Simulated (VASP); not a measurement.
Write the native input for VASP 6.6.1 that does the following.

| Item | Value |
| --- | --- |
| Task | relaxation of cell and atoms |
| Functional | r2SCAN |
| Potentials or basis | VASP PAW PBE potentials, release 64 (N) |
| Cutoff | 600 eV |
| k mesh | 24 × 24 × 8 |
| Occupations | gaussian, width 0.1 eV |
| Spin | no spin polarisation |
| Dipole correction | no |
| Further INCAR settings | ALGO = Normal; EDIFF = 1e-07; IBRION = 2; EDIFFG = -0.005; NSW = 100; ISIF = 3 |

N:

```
N
1.0
     1.90114    0.00000    0.00000
    -0.95057    1.64644    0.00000
     0.00000    0.00000    6.30784
N
2
Direct
  0.33333 0.66667 0.25000
  0.66667 0.33333 0.75000
```

The input as run:

POSCAR

```
N
1.0
    1.9011423169      0.0000000000      0.0000000000
   -0.9505711585      1.6464375427      0.0000000000
    0.0000000000      0.0000000000      6.3078397652
N
2
Direct
    0.3333333333      0.6666666667      0.2500000000
    0.6666666667      0.3333333333      0.7500000000
```

INCAR.step1

```
SYSTEM = N
ALGO     = Normal         ! electronic algorithm
EDIFF    = 1E-4           ! SCF threshold, eV
ENCUT    = 600            ! plane-wave cutoff, eV
GGA      = PE             ! functional
ISMEAR   = 0              ! smearing method
LASPH    = .True.         ! aspherical terms in the spheres
LCHARG   = .False.        ! write CHGCAR
LREAL    = .False.        ! projectors in reciprocal space
LWAVE    = .True.         ! write WAVECAR
NELM     = 100            ! most SCF steps
PREC     = Accurate       ! precision mode
SIGMA    = 0.1            ! smearing width, eV
```

INCAR.step2

```
SYSTEM = N
ALGO     = Normal         ! electronic algorithm
EDIFF    = 1E-7           ! SCF threshold, eV
EDIFFG   = -0.005         ! ionic threshold
ENCUT    = 600            ! plane-wave cutoff, eV
IBRION   = 2              ! ionic algorithm
ISIF     = 3              ! what is computed and relaxed
ISMEAR   = 0              ! smearing method
ISTART   = 1            
LASPH    = .True.         ! aspherical terms in the spheres
LCHARG   = .False.        ! write CHGCAR
LMIXTAU  = .True.       
LREAL    = .False.        ! projectors in reciprocal space
LWAVE    = .False.        ! write WAVECAR
METAGGA  = R2SCAN         ! meta-GGA
NELM     = 100            ! most SCF steps
NSW      = 100            ! ionic steps
PREC     = Accurate       ! precision mode
SIGMA    = 0.1            ! smearing width, eV
```

KPOINTS

```
k-points
0
Gamma
  24 24 8
  0 0 0
```

Potentials or basis: VASP PAW PBE potentials, release 64 (N).

Command:

```console
$ cat potpaw_PBE.64/N/POTCAR > POTCAR
$ cp INCAR.step1 INCAR
$ mpirun -np 1 vasp_std > vasp.out
$ cp INCAR.step2 INCAR
$ mpirun -np 1 vasp_std > vasp.out
```

It gave:

* Relaxed volume: 9.82 Å³/atom
* Relaxed cell: a = 1.901 Å, b = 1.901 Å, c = 6.270 Å, α = 90.00°, β = 90.00°, γ = 120.00°
* Space group after relaxing (to 0.05 Å): P6_3/mmc (No. 194)
* Energy gained by relaxing: 0.0 meV/atom
* Ionic steps: 6
* Pressure after relaxing: 0.0 GPa
* Band gap on the k mesh: zero (band 5 reaches 10.29 eV, above the bottom of band 6 at -2.81 eV)

Caveat: the PAW data sets were made with another functional, which shifts forces and pressure a little.

It took 4.4 min on 1 thread of Intel(R) Xeon(R) 6975P-C (Granite Rapids), with other jobs on the host, peak memory 0.18 GiB.
